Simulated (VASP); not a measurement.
A run of VASP 6.6.1:

INCAR

```
AGGAC = 1.0 ; AGGAX = 1.0
ALDAC = 0.0 ; ALDAX = 1.0
ALGO = Normal ; EDIFF = 1E-7
ENCUT = 520 ; GGA = B5
ISIF = 2 ; ISMEAR = -1
LASPH = T ; LCHARG = F
LREAL = F ; LWAVE = F
NBANDS = 25 ; NELM = 60
PREC = Accurate ; SIGMA = 0.05
```

KPOINTS

```
k-points
0
Gamma
  10 10 5
```

File POSCAR:

```
CuO
1.0
    0.1896038200     -2.1722883700     -2.0431441000
   -2.0197235200      0.1062952100     -1.9598354900
    2.3832003700      2.2858393900     -4.3894430400
Cu O
2 2
Direct
    0.4562322400      0.5306856300      0.4854117400
    0.9742842800      0.9858673900      0.0243612000
    0.8016626700      0.7447211200      0.7392802400
    0.2678208100      0.2387258700      0.2509468100
```

Potentials or basis: VASP PAW PBE potentials, release 64 (Cu, O).

Command:

```console
$ cat potpaw_PBE.64/Cu/POTCAR potpaw_PBE.64/O/POTCAR > POTCAR
$ mpirun -np 1 vasp_std > vasp.out
```

Hardware: 1 thread of Intel(R) Xeon(R) 6975P-C (Granite Rapids), with other jobs on the host.

**Question.** How long does it take, and how much memory?

**Answer.** Run time: 3.2 min on 1 thread of Intel(R) Xeon(R) 6975P-C (Granite Rapids), on a shared host, peak memory 0.32 GiB. Counts: scf iterations 19, k points 252.
